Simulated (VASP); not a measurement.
ZrAl3B3N, 8 atoms in the cell. It takes space group P6/mmm (No. 191, hexagonal). Conventional cell: a = 5.227 Å, b = 5.227 Å, c = 4.273 Å, α = 90.00°, β = 90.00°, γ = 120.00°. Within 2.8 Å of Zr (site symmetry 6/mmm) lie 2 N at 2.14 Å and 6 B at 2.61 Å. Within 2.8 Å of Al (site symmetry mmm) lie 2 B at 2.14 Å and 4 Al at 2.61 Å and 2 N at 2.61 Å. Within 2.8 Å of B (site symmetry mmm) lie 2 Al at 2.14 Å and 4 B at 2.61 Å and 2 Zr at 2.61 Å. Within 2.8 Å of N (site symmetry 6/mmm) lie 2 Zr at 2.14 Å and 6 Al at 2.61 Å. 

```yaml
Program: VASP 6.6.1
Task: single point
Functional: PBE
Potentials_or_basis: VASP PAW PBE potentials, release 64 (Zr_sv, Al, B, N)
Cutoff: 520 eV
k_mesh: 3 × 3 × 3
Occupations: gaussian, width 0.15 eV
Spin: no spin polarisation
Dipole_correction: no
Further_INCAR_settings: ALGO = Normal; EDIFF = 1e-07; NBANDS = 28
```

Potentials or basis: VASP PAW PBE potentials, release 64 (Zr_sv, Al, B, N).

The run is started by

```console
$ cat potpaw_PBE.64/Zr_sv/POTCAR potpaw_PBE.64/Al/POTCAR potpaw_PBE.64/B/POTCAR potpaw_PBE.64/N/POTCAR > POTCAR
$ mpirun -np 1 vasp_std > vasp.out
```

Hardware: 1 thread of AMD EPYC 7R13 Processor (Zen 3), with other jobs on the host.

Task: How long does it take, and how much memory?

Result: Run time: 19 s on 1 thread of AMD EPYC 7R13 Processor (Zen 3), on a shared host, peak memory 0.19 GiB. Counts: scf iterations 15, k points 6.
